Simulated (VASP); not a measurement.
# Ga (Cmcm) in VASP: further runs, part 3 of 3

VASP 6.6.1. The steps go on from the part before.

## Step 5: Single point, LDA

This run uses another cell than the first one, of 19.81 Å³/atom, 1.039 times its volume.

Contents of INCAR:

```
SYSTEM = Ga
  PREC = Accurate
  ENCUT = 520
  EDIFF = 1E-6
  ISMEAR = -1
  SIGMA = 0.05
  LREAL = .FALSE.
  LASPH = .TRUE.
  NELM = 100
  ALGO = Fast
  ISIF = 2
  LWAVE = .FALSE.
  LCHARG = .FALSE.
  NBANDS = 20
```

Contents of KPOINTS:

```
regular mesh
0
G
  10 10 8
  0 0 0
```

Contents of POSCAR:

```
Ga
1.0
    1.4784385925     -4.1447261231      0.0000000000
    1.4784385925      4.1447261231      0.0000000000
    0.0000000000      0.0000000000      3.2321726471
Ga
2
Direct
    0.1330000000      0.8670000000      0.7500000000
    0.8670000000      0.1330000000      0.2500000000
```

Potentials or basis: VASP PAW LDA potentials, release 64 (Ga_d).

Launch:

```sh
> cat potpaw_LDA.64/Ga_d/POTCAR > POTCAR
> mpirun -np 1 vasp_std > vasp.out
```

OUTCAR:

```text
SYSTEM = Ga
   PREC = Accurate
   ENCUT = 520
   EDIFF = 1E-6
   ISMEAR = -1
   LREAL = .FALSE.
   LASPH = .TRUE.
   NELM = 100
   ISIF = 2

 ion  position               nearest neighbor table
   1  0.133  0.867  0.750-   2 2.73   2 2.73
   2  0.867  0.133  0.250-   1 2.73   1 2.73

  LATTYP: Found a base centered orthorhombic cell.
 ALAT       =     2.9568771850
 B/A-ratio  =     2.8034482759
 C/A-ratio  =     1.0931034483

  Lattice vectors:

 A1 = (   1.4784385925,  -4.1447261231,   0.0000000000)
 A2 = (   1.4784385925,   4.1447261231,   0.0000000000)
 A3 = (   0.0000000000,   0.0000000000,   3.2321726471)

Analysis of symmetry for initial positions (statically):
=====================================================================
 Subroutine PRICEL returns:
 Original cell was already a primitive cell.

 Routine SETGRP: Setting up the symmetry group for a
 base centered orthorhombic supercell.

 Subroutine GETGRP returns: Found  8 space group operations
 (whereof  4 operations were pure point group operations)
 out of a pool of  8 trial point group operations.

The static configuration has the point symmetry C_2h.
[... 156 lines left out ...]
 Free energy of the ion-electron system (eV)
  ---------------------------------------------------
  ext. energy  EPLUGINS =         0.00000000
  ---------------------------------------------------
  free energy    TOTEN  =        -7.06288229 eV

  energy without entropy =       -7.05829324  energy(sigma->0) =       -7.06058776

 E-fermi :   4.7281     XC(G=0): -11.0376

 val. band max:        4.6950218284   @ k =  -0.1000   0.1000   0.0000
 cond. band min:       4.7434776535   @ k =   0.5000   0.0000   0.2500
 fundamental gap:      0.0484558251
 Fermi energy:         4.7281267471

 k-point     1 :       0.0000    0.0000    0.0000
  band No.  band energies     occupation
      1     -10.3274      2.00000
      2     -10.3135      2.00000
      3     -10.2548      2.00000
      4     -10.2360      2.00000
      5     -10.0766      2.00000
      6     -10.0636      2.00000
[... 541 lines left out ...]
     19      14.4532      0.00000
     20      16.1890      0.00000

 [... further k-points ...]
[... 5 lines left out ...]
  --------------------------------------------------------------------------------------
  -------------------------------------------------------------------------------------
  Total       -1.7022478     -1.5943024     -1.3226658      0.0000000     -0.0000000      0.0000000
  in kB      -68.8509115    -64.4848384    -53.4979376      0.0000000     -0.0000000      0.0000000
  external PRESSURE =     -62.2778958 kB  Pullay stress =       0.0000000 kB

 VOLUME and BASIS-vectors are now :
 -----------------------------------------------------------------------------
  energy-cutoff  :      520.00
  volume of cell :       39.61
      direct lattice vectors                 reciprocal lattice vectors
     1.478438593 -4.144726123  0.000000000     0.338194635 -0.120635233  0.000000000
     1.478438593  4.144726123  0.000000000     0.338194635  0.120635233  0.000000000
     0.000000000  0.000000000  3.232172647     0.000000000  0.000000000  0.309389414

 POSITION                                       TOTAL-FORCE (eV/Angst)
 -----------------------------------------------------------------------------------
      1.47844      3.04223      2.42413         0.000000     -0.176023      0.000000
      1.47844     -3.04223      0.80804         0.000000      0.176023     -0.000000
 -----------------------------------------------------------------------------------
    total drift:                                0.000000     -0.000000     -0.000000

  FREE ENERGIE OF THE ION-ELECTRON SYSTEM (eV)
  ---------------------------------------------------
  free  energy   TOTEN  =        -7.0628822875 eV

  energy  without entropy=       -7.0582932405  energy(sigma->0) =       -7.06058776
```

OSZICAR:

```text
N       E                     dE             d eps       ncg     rms          rms(c)
DAV:   1     0.131657548051E+03    0.13166E+03   -0.13286E+04  6464   0.242E+03
DAV:   2     0.478425949241E+01   -0.12687E+03   -0.12395E+03  6332   0.384E+02
DAV:   3    -0.694468128744E+01   -0.11729E+02   -0.11656E+02  7064   0.955E+01
DAV:   4    -0.712857277066E+01   -0.18389E+00   -0.18378E+00  7136   0.132E+01
DAV:   5    -0.713158958131E+01   -0.30168E-02   -0.30167E-02  7060   0.168E+00    0.130E+00
RMM:   6    -0.707658588919E+01    0.55004E-01   -0.84124E-02  8353   0.344E+00    0.662E-01
RMM:   7    -0.706408163280E+01    0.12504E-01   -0.27123E-02  8697   0.141E+00    0.175E-01
RMM:   8    -0.706284043282E+01    0.12412E-02   -0.32284E-03  8844   0.593E-01    0.207E-02
RMM:   9    -0.706287367518E+01   -0.33242E-04   -0.56117E-04 10067   0.270E-01    0.124E-02
RMM:  10    -0.706288061757E+01   -0.69424E-05   -0.10463E-04  9662   0.989E-02    0.294E-03
RMM:  11    -0.706288207163E+01   -0.14541E-05   -0.17369E-05  7757   0.368E-02    0.170E-03
RMM:  12    -0.706288228745E+01   -0.21583E-06   -0.33602E-06  5230   0.205E-02
   1 F= -.70628823E+01 E0= -.70605878E+01  d E =-.458905E-02
```

It took 70 s on 1 thread of AMD EPYC 9R45 (Zen 5), shared host; peak memory 0.19 GiB.

What came out:

| Property | Result |
| --- | --- |
| Free energy | -7.0629 eV |
| Pressure | -6.2 GPa |
| Largest force | 0.176 eV/Å |
| Band gap on the k mesh | zero (band 13 reaches 9.75 eV, above the bottom of band 14 at 0.93 eV) |

Forces in eV/Å, atoms in the order of the input:
```
Ga   0.000 -0.176  0.000
Ga   0.000  0.176  0.000
```

## Step 6: Single point, PBEsol

This run uses another cell than the first one, of 19.81 Å³/atom, 1.039 times its volume.

Contents of INCAR:

```
SYSTEM = Ga
ALGO = Fast
EDIFF = 1E-6
ENCUT = 520
GGA = PS
ISIF = 2
ISMEAR = -1
LASPH = .TRUE.
LCHARG = .FALSE.
LREAL = .FALSE.
LWAVE = .FALSE.
NBANDS = 20
NELM = 100
PREC = Accurate
SIGMA = 0.05
```

Contents of KPOINTS:

```
k-points
0
G
  10 10 8
  0 0 0
```

POSCAR is that of step 5.

Potentials or basis: VASP PAW PBE potentials, release 64 (Ga_d).

Launch:

```sh
> cat potpaw_PBE.64/Ga_d/POTCAR > POTCAR
> mpirun -np 1 vasp_std > vasp.out
```

OUTCAR:

```text
SYSTEM = Ga
   EDIFF = 1E-6
   ENCUT = 520
   GGA = PS
   ISIF = 2
   ISMEAR = -1
   LASPH = .TRUE.
   LREAL = .FALSE.
   NELM = 100
   PREC = Accurate

 ion  position               nearest neighbor table
   1  0.133  0.867  0.750-   2 2.73   2 2.73
   2  0.867  0.133  0.250-   1 2.73   1 2.73

  LATTYP: Found a base centered orthorhombic cell.
 ALAT       =     2.9568771850
 B/A-ratio  =     2.8034482759
 C/A-ratio  =     1.0931034483

  Lattice vectors:

 A1 = (   1.4784385925,  -4.1447261231,   0.0000000000)
 A2 = (   1.4784385925,   4.1447261231,   0.0000000000)
 A3 = (   0.0000000000,   0.0000000000,   3.2321726471)

Analysis of symmetry for initial positions (statically):
=====================================================================
 Subroutine PRICEL returns:
 Original cell was already a primitive cell.

 Routine SETGRP: Setting up the symmetry group for a
 base centered orthorhombic supercell.

 Subroutine GETGRP returns: Found  8 space group operations
 (whereof  4 operations were pure point group operations)
 out of a pool of  8 trial point group operations.

The static configuration has the point symmetry C_2h.
 The point group associated with its full space group is D_2h.

Analysis of symmetry for dynamics (positions and initial velocities):
=====================================================================
 Subroutine PRICEL returns:
 Original cell was already a primitive cell.

 Routine SETGRP: Setting up the symmetry group for a
 base centered orthorhombic supercell.

 Subroutine GETGRP returns: Found  8 space group operations
 (whereof  4 operations were pure point group operations)
 out of a pool of  8 trial point group operations.

The dynamic configuration has the point symmetry C_2h.
 The point group associated with its full space group is D_2h.

 Subroutine INISYM returns: Found  8 space group operations
 (whereof  4 operations are pure point group operations),
 and found     1 'primitive' translations
[... 105 lines left out ...]
   PSTRESS=    0.0 pullay stress
   NELECT =      26.0000    total number of electrons
   NUPDOWN=      -1.0000    fix difference up-down
   EMIN   =  10.00;   EMAX   =-10.00  energy-range for DOS
   EFERMI =   0.00;   METHOD = LEGACY
   ISMEAR =    -1;   SIGMA  =   0.05  broadening in eV -4-tet -1-fermi 0-gaus
   EFERMI_NEDOS =   21; number of points for ismear=-14 and -15
   IALGO  =     68    algorithm
   IMIX   =      4    mixing-type and parameters
     AMIX     =   0.40;   BMIX     =  1.00
     AMIX_MAG =   1.60;   BMIX_MAG =  1.00
  volume/ion in A,a.u.               =      19.81       133.66
  Fermi-wavevector in a.u.,A,eV,Ry     =   1.422737  2.688584 27.540661  2.024181
  Thomas-Fermi vector in A             =   2.543409
   LORBIT       =      0    0 simple, 1 ext, 2 COOP (PROOUT), +10 PAW based schemes
   GGA     = PS    functional components
   LHFCALC =     F    Hartree Fock is set to
   AEXX    =    0.0000 exact exchange contribution
   IVDW    =     0    specifies the selected vdW correction
   LEPSILON=     F    determine dielectric tensor
   LRPA    =     F    only Hartree local field effects (RPA)
 non-spin polarized calculation
 RMM-DIIS sequential band-by-band and
  energy-cutoff  :      520.00
  volume of cell :       39.61
 maximum number of plane-waves:      1090
 NGX is ok and might be reduce to    36
   NGX = 17   NGY = 17   NGZ = 13

 number of electron      26.0000016 magnetization

 Free energy of the ion-electron system (eV)
  ---------------------------------------------------
  ext. energy  EPLUGINS =         0.00000000
  ---------------------------------------------------
  free energy    TOTEN  =        -6.63342486 eV

  energy without entropy =       -6.62923669  energy(sigma->0) =       -6.63133077

 E-fermi :   4.8507     XC(G=0): -10.8681

 val. band max:        4.8412704412   @ k =  -0.1000   0.1000   0.0000
 cond. band min:       4.8651835801   @ k =   0.5000   0.0000   0.3750
 fundamental gap:      0.0239131389
 Fermi energy:         4.8506940483

 k-point     1 :       0.0000    0.0000    0.0000
  band No.  band energies     occupation
      1     -10.0820      2.00000
      2     -10.0657      2.00000
      3     -10.0073      2.00000
      4      -9.9897      2.00000
      5      -9.8277      2.00000
      6      -9.8147      2.00000
[... 541 lines left out ...]
     19      14.4785      0.00000
     20      16.2025      0.00000

 [... further k-points ...]
[... 5 lines left out ...]
  --------------------------------------------------------------------------------------
  -------------------------------------------------------------------------------------
  Total       -1.3565802     -1.1138880     -0.9336135      0.0000000     -0.0000000      0.0000000
  in kB      -54.8696740    -45.0534913    -37.7619150      0.0000000     -0.0000000      0.0000000
  external PRESSURE =     -45.8950267 kB  Pullay stress =       0.0000000 kB

 VOLUME and BASIS-vectors are now :
 -----------------------------------------------------------------------------
  energy-cutoff  :      520.00
  volume of cell :       39.61
      direct lattice vectors                 reciprocal lattice vectors
     1.478438593 -4.144726123  0.000000000     0.338194635 -0.120635233  0.000000000
     1.478438593  4.144726123  0.000000000     0.338194635  0.120635233  0.000000000
     0.000000000  0.000000000  3.232172647     0.000000000  0.000000000  0.309389414

 POSITION                                       TOTAL-FORCE (eV/Angst)
 -----------------------------------------------------------------------------------
      1.47844      3.04223      2.42413         0.000000     -0.187605      0.000000
      1.47844     -3.04223      0.80804         0.000000      0.187605     -0.000000
 -----------------------------------------------------------------------------------
    total drift:                                0.000000     -0.000000     -0.000000

  FREE ENERGIE OF THE ION-ELECTRON SYSTEM (eV)
  ---------------------------------------------------
  free  energy   TOTEN  =        -6.6334248552 eV

  energy  without entropy=       -6.6292366940  energy(sigma->0) =       -6.63133077
```

OSZICAR:

```text
N       E                     dE             d eps       ncg     rms          rms(c)
DAV:   1     0.130530020417E+03    0.13053E+03   -0.13230E+04  6468   0.242E+03
DAV:   2     0.493141604069E+01   -0.12560E+03   -0.12271E+03  6344   0.382E+02
DAV:   3    -0.653359313239E+01   -0.11465E+02   -0.11399E+02  7072   0.946E+01
DAV:   4    -0.670972922109E+01   -0.17614E+00   -0.17604E+00  7128   0.130E+01
DAV:   5    -0.671266797216E+01   -0.29388E-02   -0.29386E-02  7112   0.165E+00    0.140E+00
RMM:   6    -0.664668449544E+01    0.65983E-01   -0.11755E-01  8319   0.413E+00    0.697E-01
RMM:   7    -0.663484446728E+01    0.11840E-01   -0.31007E-02  8671   0.167E+00    0.207E-01
RMM:   8    -0.663337184843E+01    0.14726E-02   -0.30867E-03  8967   0.571E-01    0.191E-02
RMM:   9    -0.663340917073E+01   -0.37322E-04   -0.55829E-04  9611   0.282E-01    0.124E-02
RMM:  10    -0.663342264591E+01   -0.13475E-04   -0.14974E-04 10129   0.115E-01    0.469E-03
RMM:  11    -0.663342474749E+01   -0.21016E-05   -0.17507E-05  8143   0.372E-02    0.174E-03
RMM:  12    -0.663342485518E+01   -0.10769E-06   -0.38454E-06  5369   0.207E-02
   1 F= -.66334249E+01 E0= -.66313308E+01  d E =-.418816E-02
```

stdout:

```text
POSCAR found type information on POSCAR Ga
 POSCAR found :  1 types and       2 ions
 scaLAPACK will be used
 -----------------------------------------------------------------------------
|                                                                             |
|                                                                             |
|     You enforced a specific xc type in the INCAR file but a different       |
|     I HOPE YOU KNOW WHAT YOU ARE DOING!                                     |
|                                                                             |
 -----------------------------------------------------------------------------

 LDA part: xc-table for (Slater+PW92), standard interpolation
 POSCAR, INCAR and KPOINTS ok, starting setup
 FFT: planning ... GRIDC
 FFT: planning ... GRID_SOFT
 FFT: planning ... GRID
 WAVECAR not read
 entering main loop
WARNING in EDDRMM: call to ZHEGV failed, returncode =   8  4     17
WARNING in EDDRMM: call to ZHEGV failed, returncode =   8  4     17
WARNING in EDDRMM: call to ZHEGV failed, returncode =   6  3     17
WARNING in EDDRMM: call to ZHEGV failed, returncode =   8  4     18
WARNING in EDDRMM: call to ZHEGV failed, returncode =   8  4     15
```

Run time: 74 s. Hardware: 1 thread of AMD EPYC 9R45 (Zen 5), shared host; peak memory 0.21 GiB.

What came out:

```
Free energy            : -6.6334 eV
Pressure               : -4.6 GPa
Largest force          : 0.188 eV/Å
Band gap on the k mesh : zero (band 13 reaches 9.90 eV, above the bottom of band 14 at 0.99 eV)
```

Forces in eV/Å, atoms in the order of the input:
```
Ga   0.000 -0.188  0.000
Ga   0.000  0.188  0.000
```

Stress tensor (GPa, compression positive):
```
-5.49  0.00  0.00
 0.00 -4.51  0.00
 0.00  0.00 -3.78
```

Levels at points of the mesh, in eV from the Fermi level:
```csv
k point,band 10,band 11,band 12,band 13,band 14,band 15,band 16,band 17
"(0.00, 0.00, 0.00)",-14.48,-10.70,-1.99,-1.62,2.91,6.51,7.60,8.50
"(0.50, 0.00, 0.00)",-14.53,-6.44,-5.07,-1.51,-0.39,6.27,6.52,8.56
"(0.50, 0.50, 0.00)",-14.54,-8.76,-8.15,5.05,5.67,5.73,6.75,6.90
"(0.00, 0.00, 0.50)",-14.56,-7.05,-7.05,1.93,1.93,2.46,2.46,9.94
"(0.50, 0.00, 0.50)",-14.53,-2.94,-2.94,-1.42,-1.42,1.93,1.93,4.22
"(0.50, 0.50, 0.50)",-14.60,-5.39,-5.39,-3.86,-3.86,9.26,9.26,10.99
```

Caveat: the PAW data sets were made with another functional, which shifts forces and pressure a little.

## Step 7: Summary

| level | potentials or basis | cell | gap on the mesh (eV) | pressure (GPa) | largest force (eV/Å) |
| --- | --- | --- | --- | --- | --- |
| PBE | VASP PAW PBE potentials, release 64 (Ga_d) | a = 4.344, b = 4.344, c = 3.191 Å, angles 90.0, 90.0, 140.7°, 2 atoms | none | 0.5 | 0.21 |
| PBE | VASP PAW PBE potentials, release 64 (Ga_d) | a = 4.373, b = 4.373, c = 3.212 Å, angles 90.0, 90.0, 140.7°, 2 atoms | none | -0.5 | 0.20 |
| PBE | VASP PAW PBE potentials, release 64 (Ga_d) | a = 4.401, b = 4.401, c = 3.232 Å, angles 90.0, 90.0, 140.7°, 2 atoms | none | -1.4 | 0.19 |
| LDA | VASP PAW LDA potentials, release 64 (Ga_d) | a = 4.401, b = 4.401, c = 3.232 Å, angles 90.0, 90.0, 140.7°, 2 atoms | none | -6.2 | 0.18 |
| PBEsol | VASP PAW PBE potentials, release 64 (Ga_d) | a = 4.401, b = 4.401, c = 3.232 Å, angles 90.0, 90.0, 140.7°, 2 atoms | none | -4.6 | 0.19 |

Alike in all rows: task single point; no spin polarisation; k mesh 10 × 10 × 8; cutoff (eV) 520; smearing fermi-dirac 0.05 eV.

Caveats: the PAW data sets were made with another functional, which shifts forces and pressure a little (some runs).

Absolute energies hang on the potentials; compare differences alone.
